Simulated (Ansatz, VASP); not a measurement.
WS2 in VASP and in Ansatz

INCAR

```
PREC = Accurate ; ENCUT = 520
EDIFF = 1E-6 ; ISMEAR = 0
SIGMA = 0.05 ; LREAL = F
LASPH = T ; NELM = 60
ALGO = Normal ; ISIF = 2
LWAVE = F ; LCHARG = F
GGA = PE ; IVDW = 12
IBRION = 2 ; NSW = 50
EDIFFG = -0.01
```

Contents of KPOINTS:

```
regular mesh
0
Gamma
  12 12 2
```

File POSCAR:

```
WS2
1.0
    3.1597167055      0.0000000000      0.0000000000
   -1.5798583527      2.7363949357      0.0000000000
    0.0000000000      0.0000000000     16.9394647289
W S
1 2
Direct
    0.3333333333      0.6666666667      0.0000000000
    0.6666666667      0.3333333333      0.9069626068
    0.6666666667      0.3333333333      0.0930373932
```

Input for Ansatz:

```yaml
crystal:
  lattice:
    - [3.1597167055, 0.0, 0.0]
    - [-1.5798583527, 2.7363949357, 0.0]
    - [0.0, 0.0, 16.9394647289]
  atoms:
    - { symbol: W, position: [0.3333333333, 0.6666666667, 0.0] }
    - { symbol: S, position: [0.6666666667, 0.3333333333, 0.9069626068] }
    - { symbol: S, position: [0.6666666667, 0.3333333333, 0.0930373932] }
basis:
  ecutwfc: 420
kpoints:
  mp_grid: { grid: [12, 12, 2] }
hamiltonian:
  xc: pbe
  dispersion: d3bj
scf:
  occupations: { method: gaussian, width: 0.05 }
output:
  forces: true
  stress: true
  eigenvalues: true
  write_density: true
  write_potential: true
  elf: true
  volumetric_format: npy
relax:
  adjacent_minimum: "off"
  f_tol: 0.01
  max_steps: 30
```

Alike in both runs: task relaxation of the atoms; functional PBE; dispersion D3(BJ); k mesh 12 × 12 × 2; occupations gaussian, width 0.05 eV; no spin polarisation.

|  | VASP | Ansatz |
| --- | --- | --- |
| version | VASP 6.6.1 | Ansatz 0.2.0 |
| potentials or method | VASP PAW PBE potentials, release 64 (W_sv, S), cutoff 520 eV | scalar-relativistic, plane waves, PAW |
| valence electrons in the cell | 26 | 26 |

|  | VASP | Ansatz | Ansatz less VASP |
| --- | --- | --- | --- |
| gap on the k mesh at the Fermi level, each at its own relaxed structure (eV) | 1.92 | 1.92 | -0.004 |

Ansatz's warnings: stress scf threshold loose, xc potential rough in thin density.

Neither program's run includes spin-orbit coupling. Noted on VASP's run: the relaxation stopped at its first step, so nothing moved.
